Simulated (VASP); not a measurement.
SiNi:

```
Si Ni
1.0
     4.49678    0.00000    0.00000
     0.00000    4.49678    0.00000
     0.00000    0.00000    4.49678
Si Ni
4 4
Direct
  0.86010 0.86010 0.86010
  0.63990 0.13990 0.36010
  0.36010 0.63990 0.13990
  0.13990 0.36010 0.63990
  0.14700 0.14700 0.14700
  0.35300 0.85300 0.64700
  0.64700 0.35300 0.85300
  0.85300 0.64700 0.35300
```

- Program: VASP 6.6.1
- Task: relaxation of cell and atoms
- Functional: PBEsol
- Potentials or basis: VASP PAW PBE potentials, release 64 (Si, Ni)
- Cutoff: 600 eV
- k mesh: 4 × 4 × 4
- Occupations: gaussian, width 0.1 eV
- Spin: no spin polarisation

At the start: pressure -2.3 GPa; volume 11.37 Å³/atom.

Task: Where does the relaxation end?

Result: Over 6 steps the energy falls by 33.8 meV/atom and the volume is 11.16 Å³/atom (-1.8 %); space group P2_13 (No. 198, to 0.05 Å).

Step by step:
```
step  energy change (eV)  largest force (eV/Å)  pressure (GPa)  volume (Å³)
   1              0.0000                1.1689           -2.26        90.93
   2             -0.2154                0.5494            1.16        88.84
   3             -0.2458                0.1883            3.68        87.67
   4             -0.2549                0.0936           -2.84        90.65
   5             -0.2696                0.0564           -0.08        89.31
   6             -0.2703                0.0424           -0.04        89.28
```

Final structure:
```xyz
8
Lattice="4.4694 0.0000 0.0000 0.0000 4.4694 0.0000 0.0000 0.0000 4.4694" Properties=species:S:1:pos:R:3 pbc="T T T"
Si    3.7837    3.7837    3.7837
Si    2.9204    0.6857    1.5490
Si    1.5490    2.9204    0.6857
Si    0.6857    1.5490    2.9204
Ni    0.6716    0.6716    0.6716
Ni    1.5631    3.7978    2.9063
Ni    2.9063    1.5631    3.7978
Ni    3.7978    2.9063    1.5631
```

Caveat: the PAW data sets were made with another functional, which shifts forces and pressure a little; the relaxation stopped at a loose force limit of 0.05 eV/Å, so its end isn't a converged minimum.
